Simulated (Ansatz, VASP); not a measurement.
Sn in VASP and in Ansatz

```
CELL_PARAMETERS angstrom
-1.65748 1.70453 2.52541
1.65748 -1.70453 2.52541
1.65748 1.70453 -2.52541
ATOMIC_POSITIONS crystal
Sn 0.00000 0.00000 0.00000
```

Change from the starting cell: strain -0.040 along x and y, +0.080 along z, atoms carried along.

Alike in both runs: task single point; functional PBEsol; dispersion D3(BJ); k mesh 20 × 20 × 20; occupations gaussian, width 0.15 eV; no spin polarisation.

|  | VASP | Ansatz |
| --- | --- | --- |
| version | VASP 6.6.1 | Ansatz 0.2.0 |
| potentials or method | VASP PAW PBE potentials, release 64 (Sn_d), cutoff 520 eV | scalar-relativistic, plane waves, PAW |
| valence electrons in the cell | 14 | 14 |

VASP gave:

```
gap on the k mesh at the Fermi level (eV)                     : none
pressure (GPa)                                                : -5.7
traceless stress, the component that is largest in VASP (GPa) : 0.64
```

Question: What did Ansatz give for the same quantities?

Answer: gap on the k mesh at the Fermi level (eV): none; pressure (GPa): -5.6; traceless stress, the component that is largest in VASP (GPa): 0.64.

VASP's potentials were made for PBE, not for PBEsol. A gap of «none» marks a metal or a gap that the smearing closes.
